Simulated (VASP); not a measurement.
# La (P6_3/mmc) in VASP: a series of runs, part 2 of 2

VASP 6.6.1. The steps go on from the part before.

## (3) Relaxation of cell and atoms, PBE+D3(BJ)

Contents of INCAR:

```
SYSTEM = La
PREC     = Accurate       ! precision mode
ENCUT    = 600            ! plane-wave cutoff, eV
EDIFF    = 1E-7           ! SCF threshold, eV
ISMEAR   = 0              ! smearing method
SIGMA    = 0.1            ! smearing width, eV
LREAL    = .FALSE.        ! projectors in reciprocal space
LASPH    = .TRUE.         ! aspherical terms in the spheres
NELM     = 60             ! most SCF steps
ALGO     = Fast           ! electronic algorithm
ISIF     = 3              ! what is computed and relaxed
LWAVE    = .FALSE.        ! write WAVECAR
LCHARG   = .FALSE.        ! write CHGCAR
GGA      = PE             ! functional
IVDW     = 12             ! dispersion correction
IBRION   = 2              ! ionic algorithm
NSW      = 90             ! ionic steps
EDIFFG   = -0.005         ! ionic threshold
```

Contents of KPOINTS:

```
regular mesh
0
G
  12 12 4
  0 0 0
```

Contents of POSCAR:

```
La
1.0
    3.7963115000      0.0000000000      0.0000000000
   -1.8981557500      3.2877022000      0.0000000000
    0.0000000000      0.0000000000     12.0412575300
La
4
Direct
    0.0000000000      0.0000000000      0.0000000000
    0.0000000000      0.0000000000      0.5000000000
    0.3333333300      0.6666666700      0.2500000000
    0.6666666700      0.3333333300      0.7500000000
```

Potentials or basis: VASP PAW PBE potentials, release 64 (La).

Command:

```
$ cat potpaw_PBE.64/La/POTCAR > POTCAR
$ mpirun -np 1 vasp_std > vasp.out
```

OUTCAR:

```text
SYSTEM = La
   PREC = Accurate
   ENCUT = 600
   EDIFF = 1E-7
   ISMEAR = 0
   LREAL = .FALSE.
   LASPH = .TRUE.
   NELM = 60
   ISIF = 3
   GGA = PE
   IVDW = 12
   IBRION = 2
   NSW = 90
   EDIFFG = -0.005
 IVDW          = 12

 ion  position               nearest neighbor table
   1  0.000  0.000  0.000-
   2  0.000  0.000  0.500-
   3  0.333  0.667  0.250-
   4  0.667  0.333  0.750-

  LATTYP: Found a hexagonal cell.
 ALAT       =     3.7963115000
 C/A-ratio  =     3.1718307441

  Lattice vectors:

 A1 = (   3.7963115000,   0.0000000000,   0.0000000000)
 A2 = (  -1.8981557500,   3.2877022000,   0.0000000000)
 A3 = (   0.0000000000,   0.0000000000,  12.0412575300)

Analysis of symmetry for initial positions (statically):
[... 306 lines left out ...]

--------------------------------------- Ionic step        9  -------------------------------------------

 number of electron      44.0000006 magnetization

------------------------ aborting loop because EDIFF is reached ----------------------------------------
[... 79 lines left out ...]
--------------------------------------- Ionic step       11  -------------------------------------------

 number of electron      44.0000006 magnetization

 Free energy of the ion-electron system (eV)
  ---------------------------------------------------
  ext. energy  EPLUGINS =         0.00000000
  ---------------------------------------------------
  free energy    TOTEN  =       -19.49207266 eV

  energy without entropy =      -19.46044201  energy(sigma->0) =      -19.47625733

 E-fermi :   8.6379     XC(G=0):  -9.8694

 val. band max:        8.6329855692   @ k =   0.3333   0.1667   0.2500
 cond. band min:       8.6560322673   @ k =   0.2500   0.0833   0.2500
 fundamental gap:      0.0230466982
 Fermi energy:         8.6378699269

 k-point     1 :       0.0000    0.0000    0.0000
  band No.  band energies     occupation
      1     -24.1728      2.00000
      2     -24.0420      2.00000
      3     -24.0311      2.00000
      4     -23.8942      2.00000
      5      -8.7404      2.00000
      6      -7.9295      2.00000
[... 685 lines left out ...]
     25       9.6581      0.00000
     26       9.8878      0.00000

 [... further k-points ...]

------------------------ aborting loop because EDIFF is reached ----------------------------------------

 Edisp (eV)   -1.77070

 E8    (eV) :    -0.9936
[... 27 lines left out ...]
  FREE ENERGIE OF THE ION-ELECTRON SYSTEM (eV)
  ---------------------------------------------------
  free  energy   TOTEN  =       -21.2627756192 eV

  energy  without entropy=      -21.2311449690  energy(sigma->0) =      -21.24696029

 reached required accuracy - stopping structural energy minimisation
```

OSZICAR:

```text
N       E                     dE             d eps       ncg     rms          rms(c)
DAV:   1     0.582545932358E+03    0.58255E+03   -0.16304E+04  2972   0.255E+03
DAV:   2     0.126809782528E+03   -0.45574E+03   -0.45008E+03  4588   0.451E+02
DAV:   3    -0.196384021965E+01   -0.12877E+03   -0.12775E+03  5404   0.281E+02
[... 284 lines left out ...]
RMM:   9    -0.194920720056E+02    0.39347E-06   -0.40942E-06  3646   0.164E-02    0.630E-04
RMM:  10    -0.194920721810E+02   -0.17541E-06   -0.22551E-06  3080   0.128E-02    0.372E-04
RMM:  11    -0.194920725016E+02   -0.32066E-06   -0.15280E-06  2675   0.985E-03    0.825E-04
RMM:  12    -0.194920726202E+02   -0.11858E-06   -0.10744E-06  2526   0.743E-03    0.104E-03
RMM:  13    -0.194920726554E+02   -0.35153E-07   -0.88820E-07  2468   0.704E-03
  11 F= -.21262776E+02 E0= -.21246960E+02  d E =-.126894E-04
```

Run time: 79 min. Hardware: 1 thread of Intel Xeon Platinum 8375C at 2.90GHz (Ice Lake), shared host; peak memory 0.49 GiB.

Results:

* Free energy: -21.2628 eV
* Relaxed volume: 34.46 Å³/atom
* Relaxed cell: a = 3.671 Å, b = 3.671 Å, c = 11.806 Å, α = 90.00°, β = 90.00°, γ = 120.00°
* Space group after relaxing (to 0.1 Å): P6_3/mmc (No. 194)
* Energy gained by relaxing: 21.6 meV/atom
* Ionic steps: 11
* Pressure after relaxing: 0.0 GPa
* Band gap on the k mesh: zero (bands 22 and 23 overlap by 1.23 eV)
* Dispersion energy per atom: -0.443 eV

Step by step:
```csv
step,energy change (eV),largest force (eV/Å),pressure (GPa),volume (Å³)
1,0.0000,0.0000,-2.05,150.29
2,-0.0828,0.0000,-0.41,140.05
3,-0.0860,0.0000,-0.02,137.84
4,-0.0860,0.0000,0.03,137.59
5,-0.0864,0.0000,0.03,137.64
6,-0.0864,0.0000,0.03,137.66
7,-0.0864,0.0000,0.02,137.69
8,-0.0864,0.0000,0.03,137.67
9,-0.0864,0.0000,0.03,137.67
10,-0.0864,0.0000,0.03,137.67
11,-0.0864,0.0000,0.01,137.82
```

Final structure:
```
La
1.0
     3.67147    0.00000    0.00000
    -1.83573    3.17959    0.00000
     0.00000    0.00000   11.80634
La
4
Direct
  0.00000 0.00000 0.00000
  0.00000 0.00000 0.50000
  0.33333 0.66667 0.25000
  0.66667 0.33333 0.75000
```

Caveat: spin-orbit coupling is left out, which moves the levels of the heavy elements.

## (4) Relaxation of cell and atoms, PBEsol

Changes to INCAR since step 3:

```diff
@@ -2,3 +2,3 @@
 PREC     = Accurate       ! precision mode
-ENCUT    = 600            ! plane-wave cutoff, eV
+ENCUT    = 300            ! plane-wave cutoff, eV
 EDIFF    = 1E-7           ! SCF threshold, eV
@@ -13,4 +13,3 @@
 LCHARG   = .FALSE.        ! write CHGCAR
-GGA      = PE             ! functional
-IVDW     = 12             ! dispersion correction
+GGA      = PS             ! functional
 IBRION   = 2              ! ionic algorithm
```

KPOINTS is that of step 3.

POSCAR is that of step 3.

Command:

```
$ cat potpaw_PBE.64/La/POTCAR > POTCAR
$ mpirun -np 1 vasp_std > vasp.out
```

Run time: 27 min. Hardware: 1 thread of Intel Xeon Platinum 8375C at 2.90GHz (Ice Lake), shared host; peak memory 0.26 GiB.

It converged, with:

```yaml
Free_energy: -21.4143 eV
Relaxed_volume: 34.01 Å³/atom
Relaxed_cell: a = 3.656 Å, b = 3.656 Å, c = 11.751 Å, α = 90.00°, β = 90.00°, γ = 120.00°
Space_group_after_relaxing_to_0.1_Å: P6_3/mmc (No. 194)
Energy_gained_by_relaxing: 29.6 meV/atom
Ionic_steps: 10
Pressure_after_relaxing: 0.0 GPa
Band_gap_on_the_k_mesh: zero (bands 22 and 23 overlap by 1.27 eV)
```

The path:
| step | energy change (eV) | largest force (eV/Å) | pressure (GPa) | volume (Å³) |
| --- | --- | --- | --- | --- |
| 1 | 0.0000 | 0.0000 | -2.44 | 150.29 |
| 2 | -0.1146 | 0.0000 | -0.42 | 138.19 |
| 3 | -0.1178 | 0.0000 | -0.02 | 136.12 |
| 4 | -0.1178 | 0.0000 | 0.04 | 135.85 |
| 5 | -0.1181 | 0.0000 | 0.03 | 135.89 |
| 6 | -0.1182 | 0.0000 | 0.02 | 135.90 |
| 7 | -0.1182 | 0.0000 | 0.02 | 135.91 |
| 8 | -0.1182 | 0.0000 | 0.02 | 135.91 |
| 9 | -0.1182 | 0.0000 | 0.02 | 135.91 |
| 10 | -0.1182 | 0.0000 | 0.00 | 136.02 |

Final structure:
```
CELL_PARAMETERS angstrom
3.65598 0.00000 0.00000
-1.82799 3.16617 0.00000
0.00000 0.00000 11.75115
ATOMIC_POSITIONS crystal
La 0.00000 0.00000 0.00000
La 0.00000 0.00000 0.50000
La 0.33333 0.66667 0.25000
La 0.66667 0.33333 0.75000
```

Levels at points of the mesh, in eV from the Fermi level:
| k point | band 18 | band 19 | band 20 | band 21 | band 22 | band 23 | band 24 | band 25 | band 26 |
| --- | --- | --- | --- | --- | --- | --- | --- | --- | --- |
| (0.00, 0.00, 0.00) | -1.91 | -1.83 | -1.82 | 0.57 | 0.71 | 1.25 | 1.25 | 1.32 | 1.34 |
| (0.50, 0.00, 0.00) | -2.04 | -1.75 | -1.22 | -0.79 | -0.31 | -0.23 | 0.45 | 1.09 | 1.18 |
| (0.00, 0.00, 0.50) | -2.68 | -1.79 | -1.79 | 0.78 | 0.78 | 1.33 | 1.33 | 1.33 | 1.34 |
| (0.50, 0.00, 0.50) | -1.86 | -1.51 | -1.51 | -1.24 | -1.24 | 0.64 | 0.64 | 1.40 | 1.41 |

Caveat: the PAW data sets were made with another functional, which shifts forces and pressure a little; spin-orbit coupling is left out, which moves the levels of the heavy elements.

## (5) Summary

| level | cutoff (eV) | gap on the mesh (eV) | pressure (GPa) | relaxed volume (Å³/atom) |
| --- | --- | --- | --- | --- |
| PBE | 600 | none | 0.0 | 37.20 |
| PBE+D3(BJ) | 600 | none | 0.0 | 34.46 |
| PBEsol | 300 | none | 0.0 | 34.01 |

Alike in all rows: task relaxation of cell and atoms; potentials or basis VASP PAW PBE potentials, release 64 (La); no spin polarisation; cell relaxed; k mesh 12 × 12 × 4; smearing gaussian 0.1 eV.

Caveats: spin-orbit coupling is left out, which moves the levels of the heavy elements; the PAW data sets were made with another functional, which shifts forces and pressure a little (at least some runs).

Total energies depend on the potentials used, so only differences within one code and one set of settings carry meaning.
